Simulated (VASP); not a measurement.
## Al: single point with PBE

Crystal: Al.

```
CELL_PARAMETERS angstrom
0.00000 1.96949 1.96949
1.96949 0.00000 1.96949
1.96949 1.96949 0.00000
ATOMIC_POSITIONS crystal
Al 0.00000 0.00000 0.00000
```

| Quantity | Value |
| --- | --- |
| Program | VASP 6.6.1 |
| Task | single point |
| Functional | PBE |
| Potentials or basis | VASP PAW PBE potentials, release 64 (Al) |
| Cutoff | 500 eV |
| k mesh | 4 × 4 × 4 |
| Occupations | fermi-dirac, width 0.1 eV |
| Spin | no spin polarisation |

| Property | Result |
| --- | --- |
| Pressure | 8.7 GPa |

Levels at points of the mesh, in eV from the Fermi level:
```
           k point  band 1  band 2  band 3  band 4
(0.00, 0.00, 0.00)  -11.03   13.70   13.70   13.70
(0.50, 0.00, 0.00)   -4.26   -3.84   12.47   12.47
(0.50, 0.50, 0.00)   -2.46   -0.98    5.92    6.61
```

Wall time 2.7 s on 1 thread of AMD EPYC 7R13, with other jobs on the host, peak memory 0.08 GiB.

Caveat: the k points lie up to 0.69 Å⁻¹ apart.
